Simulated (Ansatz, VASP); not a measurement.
## Pt: VASP beside Ansatz

```
Pt
1.0
     0.00000    2.06689    1.75686
     2.06689    0.00000    1.75686
     2.06689    2.06689    0.00000
Pt
1
Direct
  0.00000 0.00000 0.00000
```

Alike in both runs: task single point; functional PBE; k mesh 12 × 12 × 12; occupations gaussian, width 0.15 eV; no spin polarisation.

```csv
,VASP,Ansatz
version,VASP 6.6.1,Ansatz 0.2.0
potentials or method,"VASP PAW PBE potentials, release 64 (Pt), cutoff 520 eV","scalar-relativistic, plane waves, PAW"
valence electrons in the cell,10,18
```

|  | VASP | Ansatz | Ansatz less VASP |
| --- | --- | --- | --- |
| gap on the k mesh at the Fermi level (eV) | none | none | - |
| pressure (GPa) | 12.4 | 13.0 | +0.54 |
| traceless stress, the component that is largest in VASP (GPa) | 4.35 | 4.37 | +0.015 |

A gap of «none» marks a metal or a gap that the smearing closes. The functional is the same, so the differences come from potentials, cutoffs and numerics. VASP's potentials hold 10 valence electrons a cell and Ansatz's 18, so a difference there can come from the potentials and not from the codes.

Spin-orbit coupling is off throughout.
